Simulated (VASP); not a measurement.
# CdH6 (P1) in VASP: relaxation of cell and atoms with PBE

Aim: the relaxation of cell and atoms of CdH6 with PBE.

All numbers are computed with VASP 6.6.1; they aren't measurements. Logs are shortened: lines on timing, memory, paths and dates and some standing lists are left out, and cuts for length are marked.

## Step 1: The cell of the first run

The typed cell holds 7 atoms: a = 6.016 Å, b = 6.014 Å, c = 6.015 Å, α = 89.84°, β = 89.48°, γ = 90.72°.

## Step 2: Relaxation of cell and atoms, PBE

INCAR

```
ALGO = Normal
EDIFF = 1E-6
EDIFFG = -0.025
ENCUT = 600
GGA = PE
IBRION = 2
ISIF = 3
ISMEAR = 0
LASPH = T
LCHARG = F
LREAL = F
LWAVE = F
NELM = 60
NSW = 80
PREC = Accurate
SIGMA = 0.1
```

KPOINTS

```
k-points
0
Gamma
  2 2 2
```

POSCAR

```
CdH6
1.0
    6.0153421100     -0.0375785629      0.0273555099
   -0.0375785629      6.0134176873      0.0085565876
    0.0273555099      0.0085565876      6.0146868209
Cd H
1 6
Direct
    0.0070729936     -0.0101900036      0.0020511598
    0.0489730941      0.5081662600      0.4957938866
    0.5057986776      0.0612234903      0.5027415795
    0.9262637584      0.5135869365      0.4886557434
    0.4905172981      0.9152181663      0.4979031093
    0.5062521611      0.5085309893      0.0693145468
    0.5151220171      0.5034641612      0.9435399747
```

Potentials or basis: VASP PAW PBE potentials, release 64 (Cd, H).

Command:

```console
$ cat potpaw_PBE.64/Cd/POTCAR potpaw_PBE.64/H/POTCAR > POTCAR
$ mpirun -np 1 vasp_std > vasp.out
```

OUTCAR:

```text
EDIFF = 1E-6
   EDIFFG = -0.025
   ENCUT = 600
   GGA = PE
   IBRION = 2
   ISIF = 3
   ISMEAR = 0
   LASPH = T
   LREAL = F
   NELM = 60
   NSW = 80
   PREC = Accurate

 ion  position               nearest neighbor table
   1  0.007  0.990  0.002-
   2  0.049  0.508  0.496-   4 0.74
   3  0.506  0.061  0.503-   5 0.88
   4  0.926  0.514  0.489-   2 0.74
   5  0.491  0.915  0.498-   3 0.88
   6  0.506  0.509  0.069-   7 0.76
   7  0.515  0.503  0.944-   6 0.76

  LATTYP: Found a triclinic cell.
 ALAT       =     8.4679541923
 B/A-ratio  =     0.7103866590
 C/A-ratio  =     1.0058227872
 COS(alpha) =     0.0024011234
 COS(beta)  =     0.5047183445
 COS(gamma) =     0.7039325672

  Lattice vectors:

 A1 = (   5.9879866001,  -0.0461351505,  -5.9873313110)
 A2 = (   6.0153421100,  -0.0375785629,   0.0273555099)
 A3 = (   0.0102230530,  -6.0219742749,  -6.0232434085)

Analysis of symmetry for initial positions (statically):
=====================================================================
 Subroutine PRICEL returns:
 Original cell was already a primitive cell.

 Routine SETGRP: Setting up the symmetry group for a
 triclinic supercell.

 Subroutine GETGRP returns: Found  1 space group operations
 (whereof  1 operations were pure point group operations)
 out of a pool of  2 trial point group operations.

The static configuration has the point symmetry C_1 .

Analysis of symmetry for dynamics (positions and initial velocities):
=====================================================================
 Subroutine PRICEL returns:
 Original cell was already a primitive cell.

 Routine SETGRP: Setting up the symmetry group for a
 triclinic supercell.

 Subroutine GETGRP returns: Found  1 space group operations
 (whereof  1 operations were pure point group operations)
 out of a pool of  2 trial point group operations.

The dynamic configuration has the point symmetry C_1 .

 Subroutine INISYM returns: Found  1 space group operations
 (whereof  1 operations are pure point group operations),
 and found     1 'primitive' translations

----------------------------------------------------------------------------------------

                                     Primitive cell

  volume of cell :     217.5544

  direct lattice vectors                    reciprocal lattice vectors
     6.015342110 -0.037578563  0.027355510     0.166251526  0.001040004 -0.000757611
    -0.037578563  6.013417687  0.008556588     0.001040004  0.166301627 -0.000241313
     0.027355510  0.008556588  6.014686821    -0.000757611 -0.000241313  0.166263485

  length of vectors
     6.015521687  6.013541190  6.014755115     0.166256505  0.166305054  0.166265386

  position of ions in fractional coordinates (direct lattice)
     0.007072994  0.989809996  0.002051160
     0.048973094  0.508166260  0.495793887
     0.505798678  0.061223490  0.502741579
     0.926263758  0.513586936  0.488655743
     0.490517298  0.915218166  0.497903109
     0.506252161  0.508530989  0.069314547
     0.515122017  0.503464161  0.943539975

  ion indices of the primitive-cell ions
   primitive index   ion index
                 1           1
                 2           2
                 3           3
                 4           4
                 5           5
                 6           6
                 7           7

----------------------------------------------------------------------------------------

 KPOINTS: k-points

Automatic generation of k-mesh.
 Grid dimensions read from file:
 generate k-points for:    2    2    2

 Generating k-lattice:

  Cartesian coordinates                     Fractional coordinates (reciprocal lattice)
     0.083125763  0.000520002 -0.000378806     0.500000000 -0.000000000  0.000000000
     0.000520002  0.083150814 -0.000120657    -0.000000000  0.500000000 -0.000000000
    -0.000378806 -0.000120657  0.083131742     0.000000000  0.000000000  0.500000000

  Length of vectors
     0.083128253  0.083152527  0.083132693

  Shift w.r.t. Gamma in fractional coordinates (k-lattice)
     0.000000000  0.000000000  0.000000000

 Subroutine IBZKPT returns following result:
 ===========================================

 Found      8 irreducible k-points:

 Following reciprocal coordinates:
            Coordinates               Weight
  0.000000  0.000000  0.000000      1.000000
  0.500000  0.000000  0.000000      1.000000
  0.000000  0.500000  0.000000      1.000000
  0.500000  0.500000  0.000000      1.000000
 -0.000000 -0.000000  0.500000      1.000000
  0.500000 -0.000000  0.500000      1.000000
 -0.000000  0.500000  0.500000      1.000000
  0.500000  0.500000  0.500000      1.000000
   k-points           NKPTS =      8   k-points in BZ     NKDIM =      8   number of bands    NBANDS=     13
   number of dos      NEDOS =    301   number of ions     NIONS =      7
   total plane-waves  NPLWV = 110592
   dimension x,y,z NGX =    48 NGY =   48 NGZ =   48
   dimension x,y,z NGXF=    96 NGYF=   96 NGZF=   96
   ions per type =               1   6
   NGX,Y,Z   is equivalent  to a cutoff of  13.27, 13.27, 13.27 a.u.
   NGXF,Y,Z  is equivalent  to a cutoff of  26.53, 26.54, 26.53 a.u.
 SYSTEM =  unknown system
   PREC   = accura    normal or accurate (medium, high low for compatibility)
   ISTART =      0    job   : 0-new  1-cont  2-samecut
   ICHARG =      2    charge: 1-file 2-atom 10-const
   ISPIN  =      1    spin polarized calculation?
   LNONCOLLINEAR =      F non collinear calculations
   LSORBIT =      F    spin-orbit coupling
   LASPH  =      T    aspherical Exc in radial PAW
   ENCUT  =  600.0 eV  44.10 Ry    6.64 a.u.  12.01 12.01 12.01*2*pi/ulx,y,z
   NELM   =     60;   NELMIN=  2; NELMDL= -5     # of ELM steps
   EDIFF  = 0.1E-05   stopping-criterion for ELM
   LREAL  =      F    real-space projection
   EDIFFG = -.3E-01   stopping-criterion for IOM
   NSW    =     80    number of steps for IOM
   IBRION =      2    ionic relax: 0-MD 1-quasi-New 2-CG
   NFREE  =      1    steps in history (QN), initial steepest desc. (CG)
   ISIF   =      3    stress and relaxation
   ISYM   =      2    0-nonsym 1-usesym 2-fastsym
   POTIM  = 0.5000    time-step for ionic-motion
   TEBEG  =    0.0;   TEEND  =   0.0 temperature during run
   PSTRESS=    0.0 pullay stress
   NELECT =      18.0000    total number of electrons
   NUPDOWN=      -1.0000    fix difference up-down
   EMIN   =  10.00;   EMAX   =-10.00  energy-range for DOS
   EFERMI =   0.00;   METHOD = LEGACY
   ISMEAR =     0;   SIGMA  =   0.10  broadening in eV -4-tet -1-fermi 0-gaus
   EFERMI_NEDOS =   21; number of points for ismear=-14 and -15
   IALGO  =     38    algorithm
   IMIX   =      4    mixing-type and parameters
     AMIX     =   0.40;   BMIX     =  1.00
     AMIX_MAG =   1.60;   BMIX_MAG =  1.00
  volume/ion in A,a.u.               =      31.08       209.73
  Fermi-wavevector in a.u.,A,eV,Ry     =   0.713362  1.348058  6.923797  0.508885
  Thomas-Fermi vector in A             =   1.800979
   LORBIT       =      0    0 simple, 1 ext, 2 COOP (PROOUT), +10 PAW based schemes
   GGA     = PE    functional components
   LHFCALC =     F    Hartree Fock is set to
   AEXX    =    0.0000 exact exchange contribution
   IVDW    =     0    specifies the selected vdW correction
   LEPSILON=     F    determine dielectric tensor
   LRPA    =     F    only Hartree local field effects (RPA)
 conjugate gradient relaxation of ions
 non-spin polarized calculation
 Gauss-broadening in eV      SIGMA  =   0.10
  energy-cutoff  :      600.00
  volume of cell :      217.55
 maximum number of plane-waves:      7276
   NGX = 25   NGY = 25   NGZ = 25

--------------------------------------- Ionic step        1  -------------------------------------------

 number of electron      18.0000000 magnetization

 Free energy of the ion-electron system (eV)
  ---------------------------------------------------
  ext. energy  EPLUGINS =         0.00000000
  ---------------------------------------------------
  free energy    TOTEN  =       -20.14727323 eV

  energy without entropy =      -20.14727323  energy(sigma->0) =      -20.14727323

------------------------ aborting loop because EDIFF is reached ----------------------------------------

  FORCE on cell =-STRESS in cart. coord.  units (eV):
  Direction    XX          YY          ZZ          XY          YZ          ZX
  --------------------------------------------------------------------------------------
  -------------------------------------------------------------------------------------
  Total        0.2049354     -2.6759452     -0.2262290     -0.2698765     -0.1054435      0.0173521
  in kB        1.5092447    -19.7069736     -1.6660612     -1.9875030     -0.7765374      0.1277891
  external PRESSURE =      -6.6212634 kB  Pullay stress =       0.0000000 kB
[... 272 lines left out ...]
  energy  without entropy=      -20.3789059605  energy(sigma->0) =      -20.37890596

--------------------------------------- Ionic step        8  -------------------------------------------

 number of electron      18.0000002 magnetization

 Free energy of the ion-electron system (eV)
  ---------------------------------------------------
  ext. energy  EPLUGINS =         0.00000000
  ---------------------------------------------------
  free energy    TOTEN  =       -20.38210625 eV

  energy without entropy =      -20.38210625  energy(sigma->0) =      -20.38210625

 E-fermi :  -3.7901     XC(G=0):  -4.4215

 val. band max:       -4.2371486846   @ k =   0.5000   0.5000   0.5000
 cond. band min:      -0.4723295301   @ k =   0.5000   0.5000   0.5000
 fundamental gap:      3.7648191545
 Fermi energy:        -3.7900509127

 k-point     1 :       0.0000    0.0000    0.0000
  band No.  band energies     occupation
      1     -10.4787      2.00000
      2     -10.4783      2.00000
      3     -10.4746      2.00000
      4     -10.4746      2.00000
      5     -10.4742      2.00000
      6      -9.5255      2.00000
      7      -9.1852      2.00000
      8      -9.1827      2.00000
      9      -4.4335      2.00000
     10       0.1855      0.00000
     11       0.1916      0.00000
     12       0.2450      0.00000
     13       2.4031      0.00000
[... 144 lines left out ...]
  FREE ENERGIE OF THE ION-ELECTRON SYSTEM (eV)
  ---------------------------------------------------
  free  energy   TOTEN  =       -20.3821062524 eV

  energy  without entropy=      -20.3821062524  energy(sigma->0) =      -20.38210625

 reached required accuracy - stopping structural energy minimisation
```

Wall time 2.2 min (1 thread of Intel Xeon Platinum 8259CL at 2.50GHz (Skylake/Cascade Lake), shared host); peak memory 0.33 GiB.

What came out:

| Property | Result |
| --- | --- |
| Free energy | -20.3821 eV |
| Relaxed volume | 30.82 Å³/atom |
| Relaxed cell | a = 6.018 Å, b = 5.965 Å, c = 6.012 Å, α = 89.88°, β = 89.48°, γ = 90.81° |
| Space group after relaxing (to 0.1 Å) | P1 (No. 1) |
| Energy gained by relaxing | 33.5 meV/atom |
| Ionic steps | 8 |
| Pressure after relaxing | 0.0 GPa |
| Largest force after relaxing | 0.008 eV/Å |
| Band gap on the k mesh | 3.76 eV |

Forces on the atoms (eV/Å):
```
Cd   0.000  0.007 -0.003
H   -0.003 -0.005  0.004
H    0.005 -0.002  0.001
H    0.002  0.001 -0.002
H   -0.003  0.001 -0.001
H   -0.003  0.000 -0.003
H    0.003 -0.002  0.004
```

Step by step:
```
step  energy change (eV)  largest force (eV/Å)  pressure (GPa)  volume (Å³)
   1              0.0000                3.0685           -0.66       217.55
   2              0.5880               11.4866            1.66       213.51
   3             -0.1616                1.9434           -0.40       216.69
   4             -0.2158                1.0648           -0.21       216.22
   5             -0.2337                0.1844            0.02       215.73
   6             -0.2341                0.1675           -0.01       215.79
   7             -0.2316                0.3560            0.03       215.72
   8             -0.2348                0.0080            0.00       215.77
```

Final structure:
```yaml
crystal:
  lattice:
    - [6.01755, -0.04207, 0.02746]
    - [-0.04237, 5.96473, 0.00667]
    - [0.02746, 0.00658, 6.01187]
  atoms:
    - { symbol: Cd, position: [0.00707, 0.98985, 0.00203] }
    - { symbol: H, position: [0.04968, 0.50811, 0.49586] }
    - { symbol: H, position: [0.50474, 0.05077, 0.50240] }
    - { symbol: H, position: [0.92555, 0.51363, 0.48860] }
    - { symbol: H, position: [0.49159, 0.92567, 0.49824] }
    - { symbol: H, position: [0.50628, 0.50850, 0.06862] }
    - { symbol: H, position: [0.51509, 0.50348, 0.94424] }
```

Caveat: the k points lie up to 0.53 Å⁻¹ apart in the final cell.
